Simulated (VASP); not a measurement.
Runs of VASP 6.6.1 on HfSc2N2. The structure is that of space group I4/mmm (No. 139), or close to it. The cells are those of the table. 

```csv
task,cell,k mesh,cutoff (eV),gap on the mesh (eV),pressure (GPa),largest force (eV/Å)
single point,"a = 5.466 Å, angles 136.9, 136.9, 62.5°, 5 atoms",6 × 6 × 6,520,none,(a),0.05
relaxation of cell and atoms,"relaxed from a = 5.640 Å, angles 139.8, 139.8, 58.1°, 5 atoms",6 × 6 × 6,600,none,0.1,0.02
single point,"a = 5.468 Å, angles 136.9, 136.9, 62.5°, 5 atoms",14 × 14 × 14,520,none,0.4,0.05
single point,"a = 5.640 Å, angles 139.8, 139.8, 58.1°, 5 atoms",6 × 6 × 6,520,none,-1.9,5.85
```

Alike in all rows: level PBE; potentials or basis VASP PAW PBE potentials, release 64 (Hf_pv, Sc_sv, N); no spin polarisation; smearing gaussian 0.1 eV.

Question: Fill in the values left out.

Answer: (a) 0.5.

Caveats: some runs use coarse meshes; spin-orbit coupling is left out, which moves the levels of the heavy elements; forces of over 1 eV/Å act on the atoms, so gaps and moduli don't describe the material at rest (some runs).

A k mesh can miss the band edges, and the runs leave out spin-orbit coupling on Hf.

A gap of «none» marks levels without a gap at the run's occupations.
